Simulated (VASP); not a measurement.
Set up this calculation in VASP 6.6.1, as the native input.

```yaml
Task: single point
Functional: PBE
Potentials_or_basis: VASP PAW PBE potentials, release 64 (Be, Te)
Cutoff: 520 eV
k_mesh: 2 × 2 × 2
Occupations: methfessel-paxton, width 0.0951 eV
Spin: no spin polarisation
Dipole_correction: no
Further_INCAR_settings: LREAL = Auto; ALGO = Normal; EDIFF = 1e-07; NBANDS = 44
```

The structure of Be7Te8 (a cell with a defect) lies in POSCAR:

```
Be7Te8
1.0
    0.0000000000      5.5810420000      5.5810420000
    5.5810420000      0.0000000000      5.5810420000
    5.5810420000      5.5810420000      0.0000000000
Be Te
7 8
Direct
    0.0029344879     -0.0017203777     -0.0018461606
    0.0025992458      0.5011593713     -0.0019570718
    0.0026640187     -0.0013246630      0.5007272835
    0.5015011534      0.0003304043     -0.0009077158
    0.4994640786     -0.0011800664      0.5011789913
    0.4998301392      0.5013687408     -0.0019286721
    0.4996043750      0.5017783418      0.5005205121
    0.1265751091      0.1248974654      0.1244362612
    0.1249575796      0.1282134232      0.6236472508
    0.1253091269      0.6235073128      0.1275773413
    0.1250757475      0.6241339879      0.6234995185
    0.6264677815      0.1249524730      0.1246835268
    0.6262859158      0.1253369890      0.6241515473
    0.6262805404      0.6251078204      0.1241259249
    0.6291634250      0.6242666692      0.6232949869
```

The input as run:

INCAR

```
PREC     = Accurate       # precision mode
ENCUT    = 520            # plane-wave cutoff, eV
EDIFF    = 1E-7           # SCF threshold, eV
ISMEAR   = 1              # smearing method
SIGMA    = 0.0951         # smearing width, eV
LREAL    = Auto         
LASPH    = T              # aspherical terms in the spheres
NELM     = 80             # most SCF steps
ALGO     = Normal         # electronic algorithm
ISIF     = 2              # what is computed and relaxed
LWAVE    = F              # write WAVECAR
LCHARG   = T              # write CHGCAR
GGA      = PE             # functional
LELF     = T              # ELF
LVHAR    = T            
NBANDS   = 44             # bands
```

KPOINTS

```
regular mesh
0
Gamma
  2 2 2
```

Potentials or basis: VASP PAW PBE potentials, release 64 (Be, Te).

Launch:

```bash
$ cat potpaw_PBE.64/Be/POTCAR potpaw_PBE.64/Te/POTCAR > POTCAR
$ mpirun -np 1 vasp_std > vasp.out
```

Results of the run:

```
Pressure               : 1.8 GPa
Largest force          : 0.020 eV/Å
Band gap on the k mesh : zero (band 31 reaches 5.50 eV, above the bottom of band 32 at 4.77 eV)
```

Caveat: the k points lie up to 0.49 Å⁻¹ apart; spin-orbit coupling is left out, which moves the levels of the heavy elements.

Wall time 3.3 min on 1 thread of Intel(R) Xeon(R) Platinum 8488C (Sapphire Rapids) (shared host), peak memory 0.5 GiB.
